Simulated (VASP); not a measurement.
The system is MgBe3S4.

```xyz
8
Lattice="5.0792 0.0000 0.0000 0.0000 5.0792 0.0000 0.0000 0.0000 5.0792" Properties=species:S:1:pos:R:3 pbc="T T T"
Be    2.5396    0.0000    0.0000
Be    0.0000    2.5396    0.0000
Be    0.0000    0.0000    2.5396
S     3.8997    1.1794    1.1794
S     1.1794    3.8997    1.1794
S     1.1794    1.1794    3.8997
S     3.8997    3.8997    3.8997
Mg    2.5396    2.5396    2.5396
```

Base run:

- Program: VASP 6.6.1
- Functional: r2SCAN
- Potentials or basis: VASP PAW PBE potentials, release 64 (Be, S, Mg)
- Cutoff: 580 eV
- k mesh: 4 × 4 × 4
- Occupations: gaussian, width 0.01 eV
- Spin: no spin polarisation

Its results: band gap on the k mesh 3.69 eV.

**Question.** The run is repeated on the same cell with these changes: functional from r2SCAN to HSE06; cutoff from 580 eV to 520 eV; further incar settings from ALGO = Normal; EDIFF = 1e-08 to ALGO = Normal; EDIFF = 1e-06; NBANDS = 26. What comes out?

**Answer.** Band gap on the k mesh 4.19 eV.

A k mesh can miss the band edges.
